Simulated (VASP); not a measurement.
Here is a VASP 6.6.1 calculation.

INCAR

```
  ALGO = Normal
  EDIFF = 1E-6
  ENCUT = 500
  GGA_COMPAT = False
  ISIF = 2
  ISMEAR = -1
  LASPH = True
  LCHARG = False
  LREAL = False
  LWAVE = False
  NBANDS = 13
  NELM = 120
  PREC = Accurate
  SIGMA = 0.1
```

KPOINTS

```
k-points
0
Gamma
  10 10 10
```

The input POSCAR:

```
Mo
1.0
   -1.5838090000      1.5838090000      1.5838090000
    1.5838090000     -1.5838090000      1.5838090000
    1.5838090000      1.5838090000     -1.5838090000
Mo
1
Direct
    0.0000000000      0.0000000000      0.0000000000
```

Potentials or basis: VASP PAW LDA potentials, release 64 (Mo_sv).

The run is started by

```sh
$ cat potpaw_LDA.64/Mo_sv/POTCAR > POTCAR
$ mpirun -np 1 vasp_std > vasp.out
```

(1) Estimate the band gap on the k mesh.

(2) What does it give for the pressure?

Results:

(1) zero (bands 7 and 8 overlap by 5.26 eV).

(2) -13.1 GPa.

Caveat: the cell stands under tension.
